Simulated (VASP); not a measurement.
Set up this calculation in VASP 6.6.1, as the native input.

- Task: single point
- Functional: PBE
- Potentials or basis: VASP PAW PBE potentials, release 64 (Si, O)
- Cutoff: 520 eV
- k mesh: 6 × 6 × 10
- Occupations: gaussian, width 0.05 eV
- Spin: no spin polarisation
- Dipole correction: no
- Further INCAR settings: ALGO = Normal; EDIFF = 1e-06; NBANDS = 25

The structure of SiO2 lies in POSCAR:

```
SiO2
1.0
    3.9171879070      0.0000000000      0.0000000000
    0.0000000000      3.9171879070      0.0000000000
    0.0000000000      0.0000000000      2.6421432433
Si O
2 4
Direct
    0.5000000000      0.5000000000      0.5000000000
    0.0000000000      0.0000000000      0.0000000000
    0.6930127928      0.6930127928      0.0000000000
    0.1930127928      0.8069872072      0.5000000000
    0.3069872072      0.3069872072      0.0000000000
    0.8069872072      0.1930127928      0.5000000000
```

The input as run:

INCAR

```
ALGO = Normal
EDIFF = 1E-6
ENCUT = 520
GGA = PE
ISIF = 2
ISMEAR = 0
LASPH = True
LCHARG = True
LELF = True
LREAL = False
LVHAR = True
LWAVE = False
NBANDS = 25
NELM = 60
PREC = Accurate
SIGMA = 0.05
```

KPOINTS

```
k-points
0
Gamma
  6 6 10
```

Potentials or basis: VASP PAW PBE potentials, release 64 (Si, O).

The run is started by

```sh
$ cat potpaw_PBE.64/Si/POTCAR potpaw_PBE.64/O/POTCAR > POTCAR
$ mpirun -np 1 vasp_std > vasp.out
```

It gave:

```
Pressure               : 72.0 GPa
Largest force          : 1.430 eV/Å
Band gap on the k mesh : 6.32 eV
```

Caveat: the cell stands under pressure; forces of over 1 eV/Å act on the atoms, so gaps and moduli don't describe the material at rest.

Run time: 35 s on 1 thread of Intel(R) Xeon(R) Platinum 8488C (Sapphire Rapids), on a shared host, peak memory 0.17 GiB.
